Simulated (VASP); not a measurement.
# C: single point with PBEsol

The system is C, a wire with vacuum.

```xyz
15
Lattice="13.4000 0.0000 0.0000 0.0000 14.6000 0.0000 0.0000 0.0000 3.7345" Properties=species:S:1:pos:R:3 pbc="T T T"
C     4.4338    7.3000    1.8672
C     8.3036    7.3000    1.8672
C     5.1883    6.4519    1.0498
C     8.8047    6.7908    0.4931
C     8.0911    5.7009   -0.0230
C     8.0911    8.8991    0.0230
C     5.1883    8.1481    2.6847
C     8.8047    7.8092    3.2414
C     5.2232    7.3000    0.0000
C     7.5745    5.9687    2.3287
C     7.3864    9.4178    2.6549
C     6.2237    5.5783    1.5958
C     6.2237    9.0217    2.1386
C     7.3864    5.1822    1.0796
C     7.5745    8.6313    1.4058
```

```
Program             : VASP 6.6.1
Task                : single point
Functional          : PBEsol
Potentials or basis : VASP PAW PBE potentials, release 64 (C)
Cutoff              : 520 eV
k mesh              : 1 × 1 × 9
Occupations         : gaussian, width 0.05 eV
Spin                : collinear spin, ferromagnetic start
Starting moments    : [0.3, 0.3, 0.3, 0.3, 0.3, 0.3, 0.3, 0.3, 0.3, 0.3, 0.3, 0.3, 0.3, 0.3, 0.3] μB
```

```json
{"Largest force": "0.101 eV/Å", "Band gap on the k mesh": "0.67 eV, direct", "Net moment": "0.00 μB per cell", "Valence electrons inside the program's atomic spheres": "C 2.48, 2.62, 2.58, 2.59, 2.56, 2.49, 2.65, 2.55"}
```

Forces in eV/Å, atoms in the order of the input:
```
C   -0.066  0.000  0.000
C    0.003  0.000  0.000
C   -0.002 -0.047 -0.018
C    0.043 -0.017  0.026
C    0.009 -0.051 -0.042
C    0.009  0.051  0.042
C   -0.002  0.047  0.018
C    0.043  0.017 -0.026
C    0.010  0.000  0.000
C    0.017  0.018  0.058
C    0.048  0.076  0.047
C   -0.088 -0.005  0.021
C   -0.088  0.005 -0.021
C    0.048 -0.076 -0.047
C    0.017 -0.018 -0.058
```

Levels at points of the mesh, in eV from the valence-band top:
Spin up:
| k point | band 28 | band 29 | band 30 | band 31 | band 32 | band 33 |
| --- | --- | --- | --- | --- | --- | --- |
| (0.00, 0.00, 0.00) | -1.95 | -0.62 | -0.03 | 1.04 | 1.19 | 2.36 |
Spin down:
```csv
k point,band 27,band 28,band 29,band 30,band 31,band 32,band 33,band 34
"(0.00, 0.00, 0.00)",-2.30,-1.95,-0.62,-0.03,1.04,1.19,2.36,2.53
```

Run time: 26 min on 1 thread of Oxide Virtual Turin-like Processor, on a shared host, peak memory 0.93 GiB.

Caveat: the PAW data sets were made with another functional, which shifts forces and pressure a little.
